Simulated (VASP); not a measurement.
The system is PrAs3Au2.

```
Pr As Au
1.0
     3.90012    0.00000    0.00000
     0.00000    3.90012    0.00000
     0.00000    0.00000    8.27990
Pr As Au
1 3 2
Direct
  0.00000 0.00000 0.62515
  0.50000 0.00000 0.99856
  0.00000 0.50000 0.99856
  0.50000 0.50000 0.37889
  0.50000 0.50000 0.72860
  0.00000 0.00000 0.27024
```

The cell was built from a structure type or drawn by symmetry, and may not be a known phase.

* Program: VASP 6.6.1
* Task: relaxation of cell and atoms
* Functional: PBE
* Potentials or basis: VASP PAW PBE potentials, release 64 (Pr_3, As, Au), 4f in core
* Cutoff: 500 eV
* k mesh: 4 × 4 × 2
* Occupations: gaussian, width 0.1 eV
* Spin: no spin polarisation

At the start: pressure 6.8 GPa; volume 20.99 Å³/atom.

Task: Where does the relaxation end?

Result: Over 25 steps the energy falls by 173.7 meV/atom and the volume is 23.15 Å³/atom (+10.3 %); space group P4mm (No. 99, to 0.1 Å) before and after.

Step by step:
```
step  energy change (eV)  largest force (eV/Å)  pressure (GPa)  volume (Å³)
   1              0.0000                1.1656            6.77       125.94
   2             -0.3237                0.7020           -4.10       142.68
   3             -0.3573                0.5803           -1.95       138.24
   4             -0.5688                0.8452           -1.23       136.58
   5             -0.2686                3.5016            5.61       130.54
   6             -0.6563                1.0145           -0.07       135.00
   7             -0.6643                1.3057            0.57       134.31
   8             -0.7853                1.0068            0.84       134.40
   9             -0.8189                0.7200            1.72       134.41
  10             -0.8238                0.7877            1.44       134.42
  11             -0.8679                0.4128           -1.12       138.26
  12             -0.8686                0.3914           -0.85       137.81
  13             -0.8896                0.3346           -0.13       136.53
  14             -0.8984                0.5309            0.77       135.10
  15             -0.9142                0.5394            0.62       135.34
  16             -0.9544                0.5131            0.34       136.07
  17             -0.9539                1.1792            0.44       137.52
  18             -0.9699                0.8018            0.28       136.75
  19             -1.0018                0.5602           -0.29       137.86
  20             -1.0211                0.2342           -0.97       139.52
  21             -1.0318                0.1816            0.90       136.89
  22             -1.0336                0.1484            0.36       137.60
  23             -1.0387                0.1122            0.20       138.12
  24             -1.0408                0.0950            0.02       138.71
  25             -1.0420                0.0364            0.00       138.88
```

Final structure:
```yaml
crystal:
  lattice:
    - [4.26398, 0.00000, 0.00000]
    - [0.00000, 4.26398, 0.00000]
    - [0.00000, 0.00000, 7.63842]
  atoms:
    - { symbol: Pr, position: [0.00000, 0.00000, 0.61049] }
    - { symbol: As, position: [0.50000, 0.00000, 0.98560] }
    - { symbol: As, position: [0.00000, 0.50000, 0.98560] }
    - { symbol: As, position: [0.50000, 0.50000, 0.43378] }
    - { symbol: Au, position: [0.50000, 0.50000, 0.76776] }
    - { symbol: Au, position: [0.00000, 0.00000, 0.21678] }
```

Caveat: the k points lie up to 0.41 Å⁻¹ apart in the final cell, too coarse for converged energies and pressures of a metal.
